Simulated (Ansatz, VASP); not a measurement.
# One calculation of Al, two programs

```
CELL_PARAMETERS angstrom
2.64723 -0.03854 0.00525
-1.35699 2.44599 -0.04360
0.00908 -0.08187 4.71767
ATOMIC_POSITIONS crystal
Al 0.62550 0.28809 0.76505
Al 0.42034 0.73128 0.23901
```

Alike in both runs: task single point; functional LDA; k mesh 8 × 8 × 4; occupations fermi-dirac, width 0.05 eV; no spin polarisation.

```csv
,VASP,Ansatz
version,VASP 6.6.1,Ansatz 0.2.0
potentials or method,"VASP PAW LDA potentials, release 64 (Al), cutoff 520 eV","plane waves, PAW"
valence electrons in the cell,6,6
```

```tsv
	VASP	Ansatz	Ansatz less VASP
pressure (GPa)	6.3	6.2	-0.12
traceless stress, the component that is largest in VASP (GPa)	2.54	2.55	+0.013
rms of the force components (eV/Å)	0.407	0.405	-0.0027
```

LDA's correlation is that of Perdew and Zunger in VASP and of Perdew and Wang (1992) in Ansatz. Atom by atom the forces differ by 0.003 eV/Å (rms over components). Ansatz's warnings: stress scf threshold loose.
